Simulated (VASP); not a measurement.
Al2Au: relaxation of the atoms with PBE

Al2Au, a slab with vacuum:

```
Al Au
1.0
     4.28562    0.00000    0.00000
    -2.14281    3.71145    0.00000
     0.00000    0.00000   23.74798
Al Au
6 3
Direct
  0.00000 0.00000 0.31582
  0.33333 0.66667 0.38949
  0.66667 0.33333 0.46316
  0.00000 0.00000 0.53684
  0.33333 0.66667 0.61051
  0.66667 0.33333 0.68418
  0.66667 0.33333 0.35265
  0.33333 0.66667 0.50000
  0.00000 0.00000 0.64735
```

| Item | Value |
| --- | --- |
| Program | VASP 6.6.1 |
| Task | relaxation of the atoms |
| Functional | PBE |
| Potentials or basis | VASP PAW PBE potentials, release 64 (Al, Au) |
| Cutoff | 520 eV |
| k mesh | 9 × 9 × 1 |
| Occupations | gaussian, width 0.1 eV |
| Spin | no spin polarisation |
| Dipole correction | yes |
| Further INCAR settings | ALGO = Fast; EDIFF = 1e-06; IBRION = 2; EDIFFG = -0.02; NSW = 80 |

```yaml
Energy_gained_by_relaxing: 10.5 meV/atom
Ionic_steps: 15
Largest_force_after_relaxing: 0.011 eV/Å
Band_gap_on_the_k_mesh: zero (an odd number of electrons rules out a gap without spin polarisation)
```

Forces in eV/Å, atoms in the order of the input:
```
Al   0.000  0.000 -0.003
Al   0.000  0.000 -0.011
Al   0.000  0.000  0.009
Al   0.000  0.000 -0.009
Al   0.000  0.000  0.011
Al   0.000  0.000  0.003
Au   0.000  0.000 -0.009
Au   0.000  0.000  0.000
Au   0.000  0.000  0.009
```

The path:
```csv
step,energy change (eV),largest force (eV/Å),pressure (GPa)
1,0.0000,0.4371,-0.67
2,-0.0247,0.3662,-0.63
3,-0.0660,0.1468,-0.49
4,-0.0687,0.1370,-0.43
5,-0.0723,0.0848,-0.35
6,-0.0760,0.1374,-0.17
7,-0.0793,0.1219,-0.10
8,-0.0871,0.0791,0.10
9,-0.0911,0.1210,0.51
10,-0.0920,0.0857,0.35
11,-0.0922,0.0962,0.39
12,-0.0939,0.0318,0.52
13,-0.0939,0.0330,0.51
14,-0.0939,0.0312,0.51
15,-0.0942,0.0106,0.49
```

Final structure:
```
Al Au
1.0
     4.28562    0.00000    0.00000
    -2.14281    3.71145    0.00000
     0.00000    0.00000   23.74798
Al Au
6 3
Direct
  0.00000 0.00000 0.32579
  0.33333 0.66667 0.38869
  0.66667 0.33333 0.46486
  0.00000 0.00000 0.53514
  0.33333 0.66667 0.61131
  0.66667 0.33333 0.67421
  0.66667 0.33333 0.35402
  0.33333 0.66667 0.50000
  0.00000 0.00000 0.64598
```

Levels at points of the mesh, in eV from the Fermi level:
| k point | band 22 | band 23 | band 24 | band 25 | band 26 | band 27 | band 28 | band 29 | band 30 |
| --- | --- | --- | --- | --- | --- | --- | --- | --- | --- |
| (0.00, 0.00, 0.00) | 0.74 | 0.74 | 1.64 | 1.64 | 2.37 | 2.51 | 2.51 | 2.59 | 2.81 |

Run time: 35 min on 1 thread of Oxide Virtual Turin-like Processor, with other jobs on the host, peak memory 0.51 GiB.

Caveat: spin-orbit coupling is left out, which moves the levels of the heavy elements.
